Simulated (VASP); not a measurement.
KCl:

```
K Cl
1.0
     3.88972    0.00000    0.00000
     0.00000    3.88972    0.00000
     0.00000    0.00000    3.88972
K Cl
1 1
Direct
  0.00000 0.00000 0.00000
  0.50000 0.50000 0.50000
```

This cell differs from its parent crystal: volume scaled by 1.04.

Base run:

```yaml
Program: VASP 6.6.1
Functional: PBEsol
Potentials_or_basis: VASP PAW PBE potentials, release 64 (K_sv, Cl)
Cutoff: 520 eV
k_mesh: 7 × 7 × 7
Occupations: fermi-dirac, width 0.05 eV
Spin: no spin polarisation
```

Its results: band gap on the k mesh 4.49 eV, indirect (least direct gap 4.67 eV); pressure -1.9 GPa.

Q: After a change of settings the same cell gave: band gap on the k mesh 5.41 eV, indirect (least direct gap 5.59 eV); pressure -1.7 GPa. Which change was it?
A. functional from PBEsol to LDA; potentials or basis from VASP PAW PBE potentials, release 64 (K_sv, Cl) to VASP PAW LDA potentials, release 64 (K_sv, Cl)
B. functional from PBEsol to LDA; potentials or basis from VASP PAW PBE potentials, release 64 (K_sv, Cl) to VASP PAW LDA potentials, release 64 (K_sv, Cl); cutoff from 520 eV to 500 eV
C. functional from PBEsol to PBE
D. functional from PBEsol to r2SCAN

A: D.

r2SCAN gives the wider gap, since meta-GGAs in the generalised Kohn-Sham scheme recover part of the derivative discontinuity.

Caveats: the PAW data sets were made with another functional, which shifts forces and pressure a little.
